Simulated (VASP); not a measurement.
**Bi2Se3: single point with PBE**

Crystal: Bi2Se3.

```
Bi Se
1.0
     2.13364    1.23186    9.54533
    -2.13364    1.23186    9.54533
     0.00000   -2.46372    9.54533
Bi Se
2 3
Direct
  0.40080 0.40080 0.40080
  0.59920 0.59920 0.59920
  0.00000 0.00000 0.00000
  0.21170 0.21170 0.21170
  0.78830 0.78830 0.78830
```

This cell differs from its parent crystal: equal xx and yy strain of +3 %.

```json
{
 "Program": "VASP 6.6.1",
 "Task": "single point",
 "Functional": "PBE",
 "Potentials or basis": "VASP PAW PBE potentials, release 64 (Bi_d, Se)",
 "Cutoff": "520 eV",
 "k mesh": "6 × 6 × 6",
 "Occupations": "fermi-dirac, width 0.03 eV",
 "Spin": "no spin polarisation"
}
```

The pressure is -1.0 GPa. The largest force is 0.175 eV/Å. The band gap on the k mesh is 0.17 eV.

Forces on the atoms (eV/Å):
```
Bi   0.000  0.000  0.001
Bi   0.000  0.000 -0.001
Se   0.000  0.000  0.000
Se   0.000  0.000  0.175
Se   0.000  0.000 -0.175
```

Stress tensor (GPa, compression positive):
```
-1.43  0.00  0.00
 0.00 -1.43  0.00
 0.00  0.00 -0.21
```

Levels at points of the mesh, in eV from the valence-band top:
```tsv
k point	band 20	band 21	band 22	band 23	band 24	band 25	band 26	band 27	band 28	band 29
(0.00, 0.00, 0.00)	-1.71	-1.71	-1.08	-1.08	0.00	0.17	1.38	1.38	2.08	2.69
(0.50, 0.00, 0.00)	-2.76	-2.66	-1.81	-1.04	-0.44	0.91	1.98	3.03	3.22	4.06
(0.50, 0.50, 0.00)	-2.32	-1.67	-1.65	-1.44	-0.74	1.49	2.10	2.61	2.95	3.49
(0.50, 0.50, 0.50)	-1.48	-1.48	-1.26	-1.26	-0.38	0.61	1.69	1.69	1.93	2.35
```

Wall time 12 min on 1 thread of Intel(R) Xeon(R) Platinum 8488C (Sapphire Rapids), on a shared host, peak memory 0.94 GiB.

Caveat: the cell differs from its parent crystal (equal xx and yy strain of +3 %); spin-orbit coupling is left out, which moves the levels of the heavy elements. A k mesh can miss the band edges.
